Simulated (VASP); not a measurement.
# Ge (I4_1/amd) in VASP: single point with r2SCAN

Aim: the single point of Ge with r2SCAN.

Program: VASP 6.6.1. These are calculated values, not measurements. Logs are shortened: lines on timing, memory, paths and dates and some standing lists are left out, and cuts for length are marked.

### Step 1. The cell of the first run

The structure is tetragonal, space group I4_1/amd (No. 141). Conventional cell: a = 3.789 Å, b = 3.789 Å, c = 5.891 Å, α = 90.00°, β = 90.00°, γ = 90.00°. Within 3.2 Å of Ge (site symmetry -4m2) lie 4 Ge at 2.40 Å.

### Step 2. Single point, r2SCAN (epitaxial xy strain -5.6%)

Input file POSCAR:

```
Ge
1.0
    0.0000000000      2.6791433449      2.9457134645
    2.6791433449      0.0000000000      2.9457134645
    2.6791433449      2.6791433449      0.0000000000
Ge
2
Direct
    0.0000000000      0.0000000000      0.0000000000
    0.2500000000      0.2500000000      0.2500000000
```

Input file INCAR.step1:

```
ALGO     = Normal         # electronic algorithm
EDIFF    = 1E-4           # SCF threshold, eV
ENCUT    = 520            # plane-wave cutoff, eV
GGA      = PE             # functional
ISMEAR   = -1             # smearing method
LASPH    = True           # aspherical terms in the spheres
LCHARG   = False          # write CHGCAR
LREAL    = False          # projectors in reciprocal space
LWAVE    = True           # write WAVECAR
NBANDS   = 21             # bands
NELM     = 60             # most SCF steps
PREC     = Accurate       # precision mode
SIGMA    = 0.02           # smearing width, eV
```

Input file INCAR.step2:

```
ALGO     = Normal         # electronic algorithm
EDIFF    = 1E-6           # SCF threshold, eV
ENCUT    = 520            # plane-wave cutoff, eV
ISIF     = 2              # what is computed and relaxed
ISMEAR   = -1             # smearing method
ISTART   = 1            
LASPH    = True           # aspherical terms in the spheres
LCHARG   = False          # write CHGCAR
LMIXTAU  = True         
LREAL    = False          # projectors in reciprocal space
LWAVE    = False          # write WAVECAR
METAGGA  = R2SCAN         # meta-GGA
NBANDS   = 21             # bands
NELM     = 60             # most SCF steps
PREC     = Accurate       # precision mode
SIGMA    = 0.02           # smearing width, eV
```

Input file KPOINTS:

```
k-points
0
Gamma
  8 8 8
```

Potentials or basis: VASP PAW PBE potentials, release 64 (Ge_d).

Command:

```
$ cat potpaw_PBE.64/Ge_d/POTCAR > POTCAR
$ cp INCAR.step1 INCAR
$ mpirun -np 1 vasp_std > vasp.out
$ cp INCAR.step2 INCAR
$ mpirun -np 1 vasp_std > vasp.out
```

OUTCAR:

```text
EDIFF = 1E-6
   ENCUT = 520
   ISIF = 2
   ISMEAR = -1
   ISTART = 1
   LASPH = True
   LREAL = False
   METAGGA = R2SCAN
   NELM = 60
   PREC = Accurate

 ion  position               nearest neighbor table
   1  0.000  0.000  0.000-   2 2.40   2 2.40   2 2.40   2 2.40
   2  0.250  0.250  0.250-   1 2.40   1 2.40   1 2.40   1 2.40

  LATTYP: Found a body centered tetragonal cell.
 ALAT       =     3.7888808539
 C/A-ratio  =     1.5549253609

  Lattice vectors:

 A1 = (  -2.6791433449,   0.0000000000,   2.9457134645)
 A2 = (   2.6791433449,   0.0000000000,   2.9457134645)
 A3 = (   0.0000000000,   2.6791433449,  -2.9457134645)

Analysis of symmetry for initial positions (statically):
=====================================================================
 Subroutine PRICEL returns:
 Original cell was already a primitive cell.

 Routine SETGRP: Setting up the symmetry group for a
 body centered tetragonal supercell.

 Subroutine GETGRP returns: Found 16 space group operations
 (whereof  8 operations were pure point group operations)
 out of a pool of 16 trial point group operations.

The static configuration has the point symmetry D_2d.
 The point group associated with its full space group is D_4h.

Analysis of symmetry for dynamics (positions and initial velocities):
=====================================================================
 Subroutine PRICEL returns:
 Original cell was already a primitive cell.

 Routine SETGRP: Setting up the symmetry group for a
 body centered tetragonal supercell.

 Subroutine GETGRP returns: Found 16 space group operations
 (whereof  8 operations were pure point group operations)
 out of a pool of 16 trial point group operations.

The dynamic configuration has the point symmetry D_2d.
 The point group associated with its full space group is D_4h.

 Subroutine INISYM returns: Found 16 space group operations
 (whereof  8 operations are pure point group operations),
 and found     1 'primitive' translations

----------------------------------------------------------------------------------------

                                     Primitive cell

  volume of cell :      42.2875

  direct lattice vectors                    reciprocal lattice vectors
     0.000000000  2.679143345  2.945713464    -0.186626819  0.186626819  0.169738166
     2.679143345  0.000000000  2.945713464     0.186626819 -0.186626819  0.169738166
     2.679143345  2.679143345  0.000000000     0.186626819  0.186626819 -0.169738166
[... 76 lines left out ...]
   ISTART =      1    job   : 0-new  1-cont  2-samecut
   ICHARG =      0    charge: 1-file 2-atom 10-const
   ISPIN  =      1    spin polarized calculation?
   LNONCOLLINEAR =      F non collinear calculations
   LSORBIT =      F    spin-orbit coupling
   LASPH  =      T    aspherical Exc in radial PAW
   ENCUT  =  520.0 eV  38.22 Ry    6.18 a.u.   7.40  7.40  7.04*2*pi/ulx,y,z
   NELM   =     60;   NELMIN=  2; NELMDL=  0     # of ELM steps
   EDIFF  = 0.1E-05   stopping-criterion for ELM
   LREAL  =      F    real-space projection
   EDIFFG = 0.1E-04   stopping-criterion for IOM
   NSW    =      0    number of steps for IOM
   IBRION =     -1    ionic relax: 0-MD 1-quasi-New 2-CG
   NFREE  =      0    steps in history (QN), initial steepest desc. (CG)
   ISIF   =      2    stress and relaxation
   ISYM   =      2    0-nonsym 1-usesym 2-fastsym
   POTIM  = 0.5000    time-step for ionic-motion
   TEBEG  =    0.0;   TEEND  =   0.0 temperature during run
   PSTRESS=    0.0 pullay stress
   NELECT =      28.0000    total number of electrons
   NUPDOWN=      -1.0000    fix difference up-down
   EMIN   =  10.00;   EMAX   =-10.00  energy-range for DOS
   EFERMI =   0.00;   METHOD = LEGACY
   ISMEAR =    -1;   SIGMA  =   0.02  broadening in eV -4-tet -1-fermi 0-gaus
   EFERMI_NEDOS =   21; number of points for ismear=-14 and -15
   IALGO  =     38    algorithm
   IMIX   =      4    mixing-type and parameters
     AMIX     =   0.40;   BMIX     =  1.00
     AMIX_MAG =   1.60;   BMIX_MAG =  1.00
  volume/ion in A,a.u.               =      21.14       142.69
  Fermi-wavevector in a.u.,A,eV,Ry     =   1.426889  2.696428 27.701609  2.036011
  Thomas-Fermi vector in A             =   2.547117
   LORBIT       =      0    0 simple, 1 ext, 2 COOP (PROOUT), +10 PAW based schemes
   METAGGA = R2SCAN    functional components
   LHFCALC =     F    Hartree Fock is set to
   AEXX    =    0.0000 exact exchange contribution
   IVDW    =     0    specifies the selected vdW correction
   LEPSILON=     F    determine dielectric tensor
   LRPA    =     F    only Hartree local field effects (RPA)
 non-spin polarized calculation
  energy-cutoff  :      520.00
  volume of cell :       42.29
 maximum number of plane-waves:      1150
 NGX is ok and might be reduce to    30
   NGX = 15   NGY = 15   NGZ = 15

 number of electron      28.0000008 magnetization

 Free energy of the ion-electron system (eV)
  ---------------------------------------------------
  ext. energy  EPLUGINS =         0.00000000
  ---------------------------------------------------
  free energy    TOTEN  =       -27.59221372 eV

  energy without entropy =      -27.59204036  energy(sigma->0) =      -27.59212704

 E-fermi :   5.8385     XC(G=0): -11.1879

 val. band max:        5.8084949080   @ k =   0.0000   0.0000   0.0000
 cond. band min:       5.8851728007   @ k =   0.3750   0.0000   0.3750
 fundamental gap:      0.0766778928
 Fermi energy:         5.8385059572

 k-point     1 :       0.0000    0.0000    0.0000
  band No.  band energies     occupation
      1     -20.1101      2.00000
      2     -20.1101      2.00000
      3     -20.0807      2.00000
      4     -20.0632      2.00000
      5     -20.0477      2.00000
      6     -19.8315      2.00000
[... 565 lines left out ...]
     20      15.9156      0.00000
     21      17.2196      0.00000

 [... further k-points ...]
[... 5 lines left out ...]
  --------------------------------------------------------------------------------------
  -------------------------------------------------------------------------------------
  Total        2.5802301      2.5802301      0.0431400      0.0000000      0.0000000      0.0000000
  in kB       97.7589703     97.7589703      1.6344744      0.0000000      0.0000000      0.0000000
  external PRESSURE =      65.7174717 kB  Pullay stress =       0.0000000 kB

 VOLUME and BASIS-vectors are now :
 -----------------------------------------------------------------------------
  energy-cutoff  :      520.00
  volume of cell :       42.29
      direct lattice vectors                 reciprocal lattice vectors
     0.000000000  2.679143345  2.945713464    -0.186626819  0.186626819  0.169738166
     2.679143345  0.000000000  2.945713464     0.186626819 -0.186626819  0.169738166
     2.679143345  2.679143345  0.000000000     0.186626819  0.186626819 -0.169738166

 POSITION                                       TOTAL-FORCE (eV/Angst)
 -----------------------------------------------------------------------------------
      0.00000      0.00000      0.00000        -0.000000     -0.000000     -0.000000
      1.33957      1.33957      1.47286         0.000000      0.000000      0.000000
 -----------------------------------------------------------------------------------
    total drift:                                0.000000     -0.000000      0.000000

  FREE ENERGIE OF THE ION-ELECTRON SYSTEM (eV)
  ---------------------------------------------------
  free  energy   TOTEN  =       -27.5922137247 eV

  energy  without entropy=      -27.5920403605  energy(sigma->0) =      -27.59212704
```

OUTCAR.step1:

```text
EDIFF = 1E-4
   ENCUT = 520
   GGA = PE
   ISMEAR = -1
   LASPH = True
[... 800 lines left out ...]
      0.00000      0.00000      0.00000        -0.000000     -0.000000     -0.000000
      1.33957      1.33957      1.47286         0.000000      0.000000      0.000000
 -----------------------------------------------------------------------------------
    total drift:                                0.000000      0.000000      0.000000

  FREE ENERGIE OF THE ION-ELECTRON SYSTEM (eV)
  ---------------------------------------------------
  free  energy   TOTEN  =        -8.8134869247 eV

  energy  without entropy=       -8.8131321840  energy(sigma->0) =       -8.81330955
```

It took 2.9 min on 1 thread of AMD EPYC 7R43 (Zen 3), shared host; peak memory 0.16 GiB.

Results:

| Item | Value |
| --- | --- |
| Free energy | -27.5922 eV |
| Pressure | 6.6 GPa |
| Band gap on the k mesh | 0.08 eV, indirect (least direct gap 0.66 eV) |

Stress tensor (GPa, compression positive):
```
9.78 0.00 0.00
0.00 9.78 0.00
0.00 0.00 0.16
```

Caveat: the cell differs from its parent crystal (epitaxial xy strain -5.6%); the PAW data sets were made with another functional, which shifts forces and pressure a little. A k mesh can miss the band edges.
